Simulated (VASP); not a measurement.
Wanted: the native input for a VASP 6.6.1 run.

```
Task                   : single point
Functional             : LDA
Potentials or basis    : VASP PAW LDA potentials, release 64 (Al, O)
Cutoff                 : 520 eV
k mesh                 : 3 × 3 × 1
Occupations            : gaussian, width 0.1 eV
Spin                   : no spin polarisation
Dipole correction      : no
Further INCAR settings : ALGO = Normal; EDIFF = 1e-07; NBANDS = 33
```

The structure of Al12O lies in POSCAR:

```
Al12O
1.0
    5.7275650000      0.0000000000      0.0000000000
    2.8637820000      4.9602170000      0.0000000000
    0.0000000000      0.0000000000     17.6765370000
Al O
12 1
Direct
    0.1666666208      0.1666667003      0.0565722234
    0.6666667081      0.1666667003      0.0565722234
    0.1666666712      0.6666665995      0.0565722234
    0.6666667585      0.6666665995      0.0565722234
   -0.1722702558      0.3368608672      0.1892230362
    0.3341811858      0.3366913181      0.1893843800
   -0.1681880173      0.8268757193      0.1832784329
    0.3232015650      0.8438138896      0.1869194741
    0.0080146775      0.0395946387      0.3201696124
    0.4719428679      0.0319778348      0.3192171068
   -0.0079497787      0.5273295503      0.3179389153
    0.4761231136      0.5574177501      0.3156929437
    0.7545526609      1.0059245392      0.3657963661
```

One way to write it, as run:

INCAR

```
SYSTEM = Al12O
PREC = Accurate ; ENCUT = 520
EDIFF = 1E-7 ; ISMEAR = 0
SIGMA = 0.1 ; LREAL = .False.
LASPH = .True. ; NELM = 80
ALGO = Normal ; ISIF = 2
LWAVE = .False. ; LCHARG = .False.
NBANDS = 33
```

KPOINTS

```
regular mesh
0
Gamma
  3 3 1
  0 0 0
```

Potentials or basis: VASP PAW LDA potentials, release 64 (Al, O).

Launch:

```sh
$ cat potpaw_LDA.64/Al/POTCAR potpaw_LDA.64/O/POTCAR > POTCAR
$ mpirun -np 1 vasp_std > vasp.out
```

It gave:

- Largest force: 0.240 eV/Å
- Band gap on the k mesh: zero (bands 21 and 22 overlap by 0.43 eV)

Caveat: the k points lie up to 0.42 Å⁻¹ apart.

Wall time 95 s on 1 thread of Intel(R) Xeon(R) 6975P-C (Granite Rapids), on a shared host, peak memory 0.49 GiB.
